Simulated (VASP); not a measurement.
Write the native input for VASP 6.6.1 that does the following.

| Item | Value |
| --- | --- |
| Task | single point |
| Functional | LDA |
| Potentials or basis | VASP PAW LDA potentials, release 64 (Cd, Se) |
| Cutoff | 520 eV |
| k mesh | 9 × 9 × 6 |
| Occupations | gaussian, width 0.01 eV |
| Spin | no spin polarisation |
| Dipole correction | no |
| Further INCAR settings | ALGO = Normal; EDIFF = 1e-06; NBANDS = 26 |

The structure of CdSe (ldaat) lies in POSCAR:

```
CdSe
1.0
    4.3021423044      0.0000000000      0.0000000000
   -2.1510711522      3.7257645263      0.0000000000
    0.0000000000      0.0000000000      7.0214577968
Cd Se
2 2
Direct
    0.3333333333      0.6666666667     -0.0464662760
    0.6666666667      0.3333333333      0.4535337240
    0.3333333333      0.6666666667      0.4224662760
    0.6666666667      0.3333333333      0.9224662760
```

These files were run (other wordings do the same):

INCAR

```
SYSTEM = CdSe
ALGO = Normal ; EDIFF = 1E-6
ENCUT = 520 ; ISIF = 2
ISMEAR = 0 ; LASPH = .True.
LCHARG = .True. ; LELF = .True.
LREAL = .False. ; LVHAR = .True.
LWAVE = .False. ; NBANDS = 26
NELM = 60 ; PREC = Accurate
SIGMA = 0.01
```

KPOINTS

```
k-points
0
Gamma
  9 9 6
  0 0 0
```

Potentials or basis: VASP PAW LDA potentials, release 64 (Cd, Se).

The run is started by

```bash
$ cat potpaw_LDA.64/Cd/POTCAR potpaw_LDA.64/Se/POTCAR > POTCAR
$ mpirun -np 1 vasp_std > vasp.out
```

Results of the run:

```yaml
Pressure: 1.8 GPa
Largest_force: 0.463 eV/Å
Band_gap_on_the_k_mesh: 0.74 eV, direct
```

It took 63 s on 1 thread of AMD EPYC 9R45 96-Core Processor (Zen 5) (shared host), peak memory 0.23 GiB.
